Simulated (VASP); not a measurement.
Write the native input for VASP 6.6.1 that does the following.

| Property | Result |
| --- | --- |
| Task | single point |
| Functional | LDA |
| Potentials or basis | VASP PAW LDA potentials, release 64 (Be, Co) |
| Cutoff | 520 eV |
| k mesh | 11 × 11 × 11 |
| Occupations | fermi-dirac, width 0.05 eV |
| Spin | collinear spin, ferromagnetic start |
| Starting moments | [0.0, 3.2] μB |
| Dipole correction | no |
| Further INCAR settings | ALGO = Normal; EDIFF = 1e-07; NBANDS = 16 |

The structure of BeCo lies in POSCAR:

```
BeCo
1.0
    2.4972880295      0.0000000000      0.0000000000
    0.0000000000      2.4972880295      0.0000000000
    0.0000000000      0.0000000000      2.4972880295
Be Co
1 1
Direct
    0.0000000000      0.0000000000      0.0000000000
    0.5000000000      0.5000000000      0.5000000000
```

The input as run:

INCAR

```
PREC = Accurate ; ENCUT = 520
EDIFF = 1E-7 ; ISMEAR = -1
SIGMA = 0.05 ; LREAL = False
LASPH = True ; NELM = 150
ALGO = Normal ; ISIF = 2
LWAVE = False ; LCHARG = False
ISPIN = 2 ; MAGMOM = 0 3.2
LORBIT = 11 ; LMAXMIX = 4
GGA = CA ; NBANDS = 16
```

KPOINTS

```
Automatic mesh
0
Gamma
  11 11 11
```

Potentials or basis: VASP PAW LDA potentials, release 64 (Be, Co).

Command:

```sh
$ cat potpaw_LDA.64/Be/POTCAR potpaw_LDA.64/Co/POTCAR > POTCAR
$ mpirun -np 1 vasp_std > vasp.out
```

It gave:

```yaml
Pressure: 13.1 GPa
Net_moment: 0.35 μB per cell
Site_moments: Be -0.01; Co +0.35 μB
Valence_electrons_inside_the_program's_atomic_spheres: Be 1.33; Co 8.74
```

Wall time 13 s on 1 thread of Intel(R) Xeon(R) 6975P-C (Granite Rapids), with other jobs on the host, peak memory 0.14 GiB.
